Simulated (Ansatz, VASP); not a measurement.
# One calculation of AgCl, two programs

```xyz
2
Lattice="3.3917 -0.0038 -0.0038 -0.0038 3.3917 -0.0038 -0.0038 -0.0038 3.3917" Properties=species:S:1:pos:R:3 pbc="T T T"
Ag    0.0000    0.0000    0.0000
Cl    1.6920    1.6920    1.6920
```

Change from the starting cell: shear_111 strain -0.3%.

Alike in both runs: task single point; functional r2SCAN; k mesh 8 × 8 × 8; no spin polarisation.

|  | VASP | Ansatz |
| --- | --- | --- |
| version | VASP 6.6.1 | Ansatz 0.2.0 |
| potentials or method | VASP PAW PBE potentials, release 64 (Ag, Cl) | plane waves, PAW |
| plane-wave cutoff (eV) | 520 | 500 |
| occupations | gaussian, width 0.01 eV | fixed |
| valence electrons in the cell | 18 | 26 |

|  | VASP | Ansatz | Ansatz less VASP |
| --- | --- | --- | --- |
| gap on the k mesh at the Fermi level (eV) | 1.18 | 1.22 | +0.041 |
| pressure (GPa) | 0.1 | 0.2 | +0.09 |

VASP's potentials were made for PBE, not for r2SCAN. VASP's potentials hold 18 valence electrons a cell and Ansatz's 26, so a difference there can come from the potentials and not from the codes.
